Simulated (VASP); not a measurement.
# SrSi3 (P6_3/mmc) in VASP: notebook, part 2 of 2

VASP 6.6.1. Earlier steps stand in the parts before.

**3. Single point, PBE**

This run uses another cell than the first one, of 21.30 Å³/atom, 1.087 times its volume.

INCAR reads:

```
PREC = Accurate ; ENCUT = 520
EDIFF = 1E-6 ; ISMEAR = 0
SIGMA = 0.1 ; LREAL = False
LASPH = True ; NELM = 80
ALGO = Normal ; ISIF = 2
LWAVE = False ; LCHARG = False
GGA = PE ; NBANDS = 32
```

KPOINTS reads:

```
Automatic mesh
0
Gamma
  3 3 4
```

POSCAR reads:

```
SrSi3
1.0
    6.6625875969      0.0000000000      0.0000000000
   -3.3312937984      5.7699701138      0.0000000000
    0.0000000000      0.0000000000      4.4326818338
Sr Si
2 6
Direct
    0.3333333333      0.6666666667      0.2500000000
    0.6666666667      0.3333333333      0.7500000000
    0.8731953230      0.7463906460      0.2500000000
    0.1268046770      0.8731953230      0.7500000000
    0.2536093540      0.1268046770      0.2500000000
    0.1268046770      0.2536093540      0.7500000000
    0.8731953230      0.1268046770      0.2500000000
    0.7463906460      0.8731953230      0.7500000000
```

Potentials or basis: VASP PAW PBE potentials, release 64 (Sr_sv, Si).

Run with:

```bash
cat potpaw_PBE.64/Sr_sv/POTCAR potpaw_PBE.64/Si/POTCAR > POTCAR
mpirun -np 1 vasp_std > vasp.out
```

OUTCAR:

```text
PREC = Accurate
   ENCUT = 520
   EDIFF = 1E-6
   ISMEAR = 0
   LREAL = False
   LASPH = True
   NELM = 80
   ISIF = 2
   GGA = PE

 ion  position               nearest neighbor table
   1  0.333  0.667  0.250-   4 3.25   4 3.25   6 3.25   6 3.25   8 3.25   8 3.25   5 3.36   3 3.36
                             7 3.36   7 3.36   5 3.36   3 3.36   2 4.44   2 4.44   2 4.44   2 4.44
   2  0.667  0.333  0.750-   7 3.25   7 3.25   3 3.25   3 3.25   5 3.25   5 3.25   8 3.36   6 3.36
[... 525 lines left out ...]
  Total       -0.0176021     -0.0176021     -0.2169664     -0.0000000     -0.0000000      0.0000000
  in kB       -0.1654981     -0.1654981     -2.0399518     -0.0000000     -0.0000000      0.0000000
  external PRESSURE =      -0.7903160 kB  Pullay stress =       0.0000000 kB

 VOLUME and BASIS-vectors are now :
 -----------------------------------------------------------------------------
  energy-cutoff  :      520.00
  volume of cell :      170.41
      direct lattice vectors                 reciprocal lattice vectors
     6.662587597  0.000000000  0.000000000     0.150091835  0.086655561  0.000000000
    -3.331293798  5.769970114  0.000000000     0.000000000  0.173311123  0.000000000
     0.000000000  0.000000000  4.432681834     0.000000000  0.000000000  0.225597062

 POSITION                                       TOTAL-FORCE (eV/Angst)
 -----------------------------------------------------------------------------------
     -0.00000      3.84665      1.10817        -0.000000     -0.000000      0.000000
      3.33129      1.92332      3.32451        -0.000000     -0.000000      0.000000
      3.33129      4.30665      1.10817         0.000000      0.029534      0.000000
     -2.06402      5.03831      3.32451        -0.025577      0.014767      0.000000
      1.26727      0.73166      1.10817        -0.025577     -0.014767     -0.000000
      0.00000      1.46332      3.32451        -0.000000     -0.029534      0.000000
      5.39532      0.73166      1.10817         0.025577     -0.014767      0.000000
      2.06402      5.03831      3.32451         0.025577      0.014767      0.000000
 -----------------------------------------------------------------------------------
    total drift:                               -0.000000      0.000000      0.000000

  FREE ENERGIE OF THE ION-ELECTRON SYSTEM (eV)
  ---------------------------------------------------
  free  energy   TOTEN  =       -37.3029138058 eV

  energy  without entropy=      -37.2809984696  energy(sigma->0) =      -37.29195614
```

OSZICAR:

```text
N       E                     dE             d eps       ncg     rms          rms(c)
DAV:   1     0.178651526136E+03    0.17865E+03   -0.19223E+04   576   0.119E+03
DAV:   2    -0.234040481816E+02   -0.20206E+03   -0.19586E+03   720   0.232E+02
DAV:   3    -0.369881042284E+02   -0.13584E+02   -0.13428E+02   896   0.477E+01
DAV:   4    -0.375590017000E+02   -0.57090E+00   -0.56939E+00   848   0.867E+00
DAV:   5    -0.375749898034E+02   -0.15988E-01   -0.15987E-01   840   0.123E+00    0.223E+01
DAV:   6    -0.373450004403E+02    0.22999E+00   -0.45148E-01   696   0.268E+00    0.137E+01
DAV:   7    -0.373078950101E+02    0.37105E-01   -0.38217E-01   816   0.283E+00    0.691E-01
DAV:   8    -0.373022433875E+02    0.56516E-02   -0.90582E-02   768   0.106E+00    0.538E-01
DAV:   9    -0.373028652113E+02   -0.62182E-03   -0.62867E-03   704   0.332E-01    0.254E-01
DAV:  10    -0.373028992900E+02   -0.34079E-04   -0.11931E-03   784   0.121E-01    0.111E-01
DAV:  11    -0.373029138758E+02   -0.14586E-04   -0.11803E-04   816   0.455E-02    0.260E-02
DAV:  12    -0.373029138058E+02    0.69987E-07   -0.99448E-06   736   0.114E-02
   1 F= -.37302914E+02 E0= -.37291956E+02  d E =-.219153E-01
```

stdout:

```text
POSCAR found type information on POSCAR SrSi
 POSCAR found :  2 types and       8 ions
 scaLAPACK will be used
 LDA part: xc-table for (Slater+PW92), standard interpolation
 POSCAR, INCAR and KPOINTS ok, starting setup
 FFT: planning ... GRIDC
 FFT: planning ... GRID_SOFT
 FFT: planning ... GRID
 WAVECAR not read
 entering main loop
```

Run time: 25 s. Hardware: 1 thread of Intel Xeon 6975P-C (Granite Rapids), shared host; peak memory 0.3 GiB.

Results:

```yaml
Free_energy: -37.3029 eV
Pressure: -0.1 GPa
Largest_force: 0.030 eV/Å
Band_gap_on_the_k_mesh: zero (band 22 reaches 7.20 eV, above the bottom of band 23 at 5.09 eV)
```

Forces in eV/Å, atoms in the order of the input:
```
Sr   0.000  0.000  0.000
Sr   0.000  0.000  0.000
Si   0.000  0.030  0.000
Si  -0.026  0.015  0.000
Si  -0.026 -0.015  0.000
Si   0.000 -0.030  0.000
Si   0.026 -0.015  0.000
Si   0.026  0.015  0.000
```

Levels at points of the mesh, in eV from the Fermi level:
```
           k point  band 19  band 20  band 21  band 22  band 23  band 24  band 25  band 26
(0.00, 0.00, 0.00)    -2.77    -1.97    -1.97    -0.21    -0.21     0.26     0.26     0.29
(0.00, 0.00, 0.50)    -3.78    -3.78     0.70     0.70     1.98     1.98     2.65     2.65
```

Caveat: the k points lie up to 0.36 Å⁻¹ apart.
